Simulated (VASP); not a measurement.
# NbP (zincblende type) (F-43m) in VASP: a series of runs, part 2 of 2

VASP 6.6.1. Earlier steps stand in the parts before.

### Step 3. Single point, PBE (volume scaled by 0.5)

File INCAR:

```
ALGO = Normal
EDIFF = 1E-6
ENCUT = 500
GGA = PE
GGA_COMPAT = F
ISIF = 2
ISMEAR = -1
LASPH = T
LCHARG = T
LELF = T
LREAL = F
LVHAR = T
LWAVE = F
NBANDS = 16
NELM = 120
PREC = Accurate
SIGMA = 0.08
```

File KPOINTS:

```
k-points
0
Gamma
  12 12 12
```

File POSCAR:

```
NbP
1.0
    0.0000000000      2.2172923856      2.2172923856
    2.2172923856      0.0000000000      2.2172923856
    2.2172923856      2.2172923856      0.0000000000
Nb P
1 1
Direct
    0.0000000000      0.0000000000      0.0000000000
    0.2500000000      0.2500000000      0.2500000000
```

Potentials or basis: VASP PAW PBE potentials, release 64 (Nb_sv, P).

The run is started by

```console
cat potpaw_PBE.64/Nb_sv/POTCAR potpaw_PBE.64/P/POTCAR > POTCAR
mpirun -np 1 vasp_std > vasp.out
```

OUTCAR:

```text
EDIFF = 1E-6
   ENCUT = 500
   GGA = PE
   ISIF = 2
   ISMEAR = -1
   LASPH = T
   LREAL = F
   NELM = 120
   PREC = Accurate

 ion  position               nearest neighbor table
   1  0.000  0.000  0.000-   2 1.92   2 1.92   2 1.92   2 1.92
   2  0.250  0.250  0.250-   1 1.92   1 1.92   1 1.92   1 1.92

  LATTYP: Found a face centered cubic cell.
 ALAT       =     4.4345847712

  Lattice vectors:

 A1 = (   0.0000000000,   2.2172923856,   2.2172923856)
 A2 = (   2.2172923856,   0.0000000000,   2.2172923856)
 A3 = (   2.2172923856,   2.2172923856,   0.0000000000)

Analysis of symmetry for initial positions (statically):
=====================================================================
 Subroutine PRICEL returns:
 Original cell was already a primitive cell.

 Routine SETGRP: Setting up the symmetry group for a
 face centered cubic supercell.

 Subroutine GETGRP returns: Found 24 space group operations
 (whereof 24 operations were pure point group operations)
 out of a pool of 48 trial point group operations.

The static configuration has the point symmetry T_d .

Analysis of symmetry for dynamics (positions and initial velocities):
=====================================================================
 Subroutine PRICEL returns:
 Original cell was already a primitive cell.

 Routine SETGRP: Setting up the symmetry group for a
 face centered cubic supercell.

 Subroutine GETGRP returns: Found 24 space group operations
 (whereof 24 operations were pure point group operations)
 out of a pool of 48 trial point group operations.

The dynamic configuration has the point symmetry T_d .

 Subroutine INISYM returns: Found 24 space group operations
 (whereof 24 operations are pure point group operations),
 and found     1 'primitive' translations
[... 95 lines left out ...]
   EDIFF  = 0.1E-05   stopping-criterion for ELM
   LREAL  =      F    real-space projection
[... 7 lines left out ...]
   TEBEG  =    0.0;   TEEND  =   0.0 temperature during run
   PSTRESS=    0.0 pullay stress
   NELECT =      18.0000    total number of electrons
   NUPDOWN=      -1.0000    fix difference up-down
   EMIN   =  10.00;   EMAX   =-10.00  energy-range for DOS
   EFERMI =   0.00;   METHOD = LEGACY
   ISMEAR =    -1;   SIGMA  =   0.08  broadening in eV -4-tet -1-fermi 0-gaus
   EFERMI_NEDOS =   21; number of points for ismear=-14 and -15
   IALGO  =     38    algorithm
   IMIX   =      4    mixing-type and parameters
     AMIX     =   0.40;   BMIX     =  1.00
     AMIX_MAG =   1.60;   BMIX_MAG =  1.00
  volume/ion in A,a.u.               =      10.90        73.56
  Fermi-wavevector in a.u.,A,eV,Ry     =   1.535793  2.902228 32.091522  2.358660
  Thomas-Fermi vector in A             =   2.642532
   LORBIT       =      0    0 simple, 1 ext, 2 COOP (PROOUT), +10 PAW based schemes
   GGA     = PE    functional components
   LHFCALC =     F    Hartree Fock is set to
   AEXX    =    0.0000 exact exchange contribution
   IVDW    =     0    specifies the selected vdW correction
   LEPSILON=     F    determine dielectric tensor
   LRPA    =     F    only Hartree local field effects (RPA)
 non-spin polarized calculation
  energy-cutoff  :      500.00
  volume of cell :       21.80
 maximum number of plane-waves:       568
   NGX = 11   NGY = 11   NGZ = 11

 number of electron      18.0000001 magnetization

 Free energy of the ion-electron system (eV)
  ---------------------------------------------------
  ext. energy  EPLUGINS =         0.00000000
  ---------------------------------------------------
  free energy    TOTEN  =        -4.99777075 eV

  energy without entropy =       -4.98644122  energy(sigma->0) =       -4.99210599

 E-fermi :  16.1252     XC(G=0): -13.6993

 val. band max:       16.0703622445   @ k =   0.2500   0.1667   0.0833
 cond. band min:      16.1385068333   @ k =  -0.3333   0.5000   0.1667
 fundamental gap:      0.0681445888
 Fermi energy:        16.1251716528

 k-point     1 :       0.0000    0.0000    0.0000
  band No.  band energies     occupation
      1     -38.0393      2.00000
      2     -14.3079      2.00000
      3     -14.3079      2.00000
      4     -14.3079      2.00000
      5       2.8217      2.00000
      6      10.1876      2.00000
[... 433 lines left out ...]
      3     -14.7093      2.00000
      4     -14.5203      2.00000
      5       5.7365      2.00000
      6      10.2260      2.00000
[... 8 lines left out ...]
     15      31.4726      0.00000
     16      31.5440      0.00000

 [... further k-points ...]
[... 5 lines left out ...]
  --------------------------------------------------------------------------------------
  -------------------------------------------------------------------------------------
  Total       36.7192705     36.7192705     36.7192705      0.0000000      0.0000000      0.0000000
  in kB     2698.3963131   2698.3963131   2698.3963131      0.0000000      0.0000000      0.0000000
  external PRESSURE =    2698.3963131 kB  Pullay stress =       0.0000000 kB

 VOLUME and BASIS-vectors are now :
 -----------------------------------------------------------------------------
  energy-cutoff  :      500.00
  volume of cell :       21.80
      direct lattice vectors                 reciprocal lattice vectors
     0.000000000  2.217292386  2.217292386    -0.225500256  0.225500256  0.225500256
     2.217292386  0.000000000  2.217292386     0.225500256 -0.225500256  0.225500256
     2.217292386  2.217292386  0.000000000     0.225500256  0.225500256 -0.225500256

 POSITION                                       TOTAL-FORCE (eV/Angst)
 -----------------------------------------------------------------------------------
      0.00000      0.00000      0.00000         0.000000      0.000000      0.000000
      1.10865      1.10865      1.10865        -0.000000     -0.000000     -0.000000
 -----------------------------------------------------------------------------------
    total drift:                               -0.000000     -0.000000      0.000000

  FREE ENERGIE OF THE ION-ELECTRON SYSTEM (eV)
  ---------------------------------------------------
  free  energy   TOTEN  =        -4.9977707471 eV

  energy  without entropy=       -4.9864412238  energy(sigma->0) =       -4.99210599
```

OSZICAR:

```text
N       E                     dE             d eps       ncg     rms          rms(c)
DAV:   1     0.171922249906E+03    0.17192E+03   -0.96422E+03  2304   0.113E+03
DAV:   2     0.106153099078E+01   -0.17086E+03   -0.16303E+03  2752   0.393E+02
DAV:   3    -0.533876067619E+01   -0.64003E+01   -0.62441E+01  3304   0.681E+01
DAV:   4    -0.567615016720E+01   -0.33739E+00   -0.33707E+00  3248   0.148E+01
DAV:   5    -0.568464569738E+01   -0.84955E-02   -0.84948E-02  3424   0.204E+00    0.270E+01
DAV:   6    -0.502123139947E+01    0.66341E+00   -0.12673E+00  3912   0.110E+01    0.132E+01
DAV:   7    -0.498669900576E+01    0.34532E-01   -0.25645E-01  3392   0.370E+00    0.477E+00
DAV:   8    -0.499975112383E+01   -0.13052E-01   -0.87003E-02  3976   0.198E+00    0.743E-01
DAV:   9    -0.499827505185E+01    0.14761E-02   -0.23391E-03  2696   0.443E-01    0.423E-01
DAV:  10    -0.499776567174E+01    0.50938E-03   -0.12951E-03  3680   0.379E-01    0.115E-01
DAV:  11    -0.499776733471E+01   -0.16630E-05   -0.39437E-05  3000   0.487E-02    0.299E-02
DAV:  12    -0.499777107938E+01   -0.37447E-05   -0.58100E-06  3336   0.290E-02    0.602E-03
DAV:  13    -0.499777074707E+01    0.33232E-06   -0.27952E-07  1960   0.579E-03
   1 F= -.49977707E+01 E0= -.49921060E+01  d E =-.113295E-01
```

Run time: 28 s. Hardware: 1 thread of Intel Xeon Platinum 8259CL at 2.50GHz (Skylake/Cascade Lake), shared host; peak memory 0.15 GiB.

What came out:

```yaml
Free_energy: -4.9978 eV
Pressure: 269.8 GPa
Band_gap_on_the_k_mesh: zero (band 9 reaches 17.44 eV, above the bottom of band 10 at 15.26 eV)
```

### Step 4. Single point, PBE (volume scaled by 0.58)

File INCAR:

```
SYSTEM = NbP
PREC     = Accurate       ! precision mode
ENCUT    = 500            ! plane-wave cutoff, eV
EDIFF    = 1E-6           ! SCF threshold, eV
ISMEAR   = -1             ! smearing method
SIGMA    = 0.08           ! smearing width, eV
LREAL    = .FALSE.        ! projectors in reciprocal space
LASPH    = .TRUE.         ! aspherical terms in the spheres
NELM     = 120            ! most SCF steps
ALGO     = Normal         ! electronic algorithm
ISIF     = 2              ! what is computed and relaxed
LWAVE    = .FALSE.        ! write WAVECAR
LCHARG   = .FALSE.        ! write CHGCAR
GGA      = PE             ! functional
NBANDS   = 16             ! bands
GGA_COMPAT= .FALSE.
```

File KPOINTS:

```
Automatic mesh
0
G
  12 12 12
  0 0 0
```

File POSCAR:

```
NbP
1.0
    0.0000000000      2.3297480773      2.3297480773
    2.3297480773      0.0000000000      2.3297480773
    2.3297480773      2.3297480773      0.0000000000
Nb P
1 1
Direct
    0.0000000000      0.0000000000      0.0000000000
    0.2500000000      0.2500000000      0.2500000000
```

The run is started by

```console
cat potpaw_PBE.64/Nb_sv/POTCAR potpaw_PBE.64/P/POTCAR > POTCAR
mpirun -np 1 vasp_std > vasp.out
```

It took 25 s on 1 thread of Intel Xeon Platinum 8259CL at 2.50GHz (Skylake/Cascade Lake), shared host; peak memory 0.15 GiB.

The run converged. Its results:

- Free energy: -9.6384 eV
- Pressure: 164.5 GPa
- Band gap on the k mesh: zero (band 9 reaches 14.84 eV, above the bottom of band 10 at 13.18 eV)

Levels at points of the mesh, in eV from the Fermi level:
| k point | band 5 | band 6 | band 7 | band 8 | band 9 | band 10 | band 11 | band 12 | band 13 | band 14 |
| --- | --- | --- | --- | --- | --- | --- | --- | --- | --- | --- |
| (0.00, 0.00, 0.00) | -13.08 | -5.40 | -5.40 | -5.40 | -0.30 | -0.30 | 5.41 | 7.81 | 7.81 | 7.81 |
| (0.50, 0.00, 0.00) | -10.92 | -4.84 | -4.71 | -4.71 | 1.11 | 1.11 | 2.46 | 5.64 | 5.64 | 6.01 |
| (0.50, 0.50, 0.00) | -10.10 | -7.58 | -1.94 | -1.32 | -1.32 | 2.41 | 2.69 | 2.69 | 3.52 | 11.31 |

### Step 5. Single point, PBE (volume scaled by 0.68)

File INCAR:

```
SYSTEM = NbP
PREC = Accurate
ENCUT = 500
EDIFF = 1E-6
ISMEAR = -1
SIGMA = 0.08
LREAL = .FALSE.
LASPH = .TRUE.
NELM = 120
ALGO = Normal
ISIF = 2
LWAVE = .FALSE.
LCHARG = .TRUE.
GGA = PE
LELF = .TRUE.
LVHAR = .TRUE.
NBANDS = 16
GGA_COMPAT = .FALSE.
```

KPOINTS is that of step 4.

File POSCAR:

```
NbP
1.0
    0.0000000000      2.4566084143      2.4566084143
    2.4566084143      0.0000000000      2.4566084143
    2.4566084143      2.4566084143      0.0000000000
Nb P
1 1
Direct
    0.0000000000      0.0000000000      0.0000000000
    0.2500000000      0.2500000000      0.2500000000
```

The run is started by

```console
cat potpaw_PBE.64/Nb_sv/POTCAR potpaw_PBE.64/P/POTCAR > POTCAR
mpirun -np 1 vasp_std > vasp.out
```

Run time: 63 s. Hardware: 1 thread of Intel Xeon Platinum 8259CL at 2.50GHz (Skylake/Cascade Lake), shared host; peak memory 0.17 GiB.

The run converged. Its results:

- Free energy: -12.9726 eV
- Pressure: 87.5 GPa
- Band gap on the k mesh: zero (band 9 reaches 12.37 eV, above the bottom of band 10 at 11.14 eV)

Levels at points of the mesh, in eV from the Fermi level:
```
           k point  band 6  band 7  band 8  band 9  band 10  band 11  band 12  band 13
(0.00, 0.00, 0.00)   -4.89   -4.89   -4.89   -0.15    -0.15     4.57     7.24     7.24
(0.50, 0.00, 0.00)   -4.86   -4.26   -4.26    0.89     0.89     1.74     4.94     4.94
(0.50, 0.50, 0.00)   -6.70   -1.83   -1.81   -1.81     1.98     2.35     2.35     2.44
```

### Step 6. The runs side by side

| cell | gap on the mesh (eV) | pressure (GPa) |
| --- | --- | --- |
| a = 2.982 Å, angles 60.0°, 2 atoms | none | 418.2 |
| a = 3.136 Å, angles 60.0°, 2 atoms | none | 269.8 |
| a = 3.295 Å, angles 60.0°, 2 atoms | none | 164.5 |
| a = 3.474 Å, angles 60.0°, 2 atoms | none | 87.5 |

Alike in all rows: task single point; level PBE; potentials or basis VASP PAW PBE potentials, release 64 (Nb_sv, P); no spin polarisation; k mesh 12 × 12 × 12; cutoff (eV) 500; smearing fermi-dirac 0.08 eV.

Absolute energies hang on the potentials; compare differences alone.
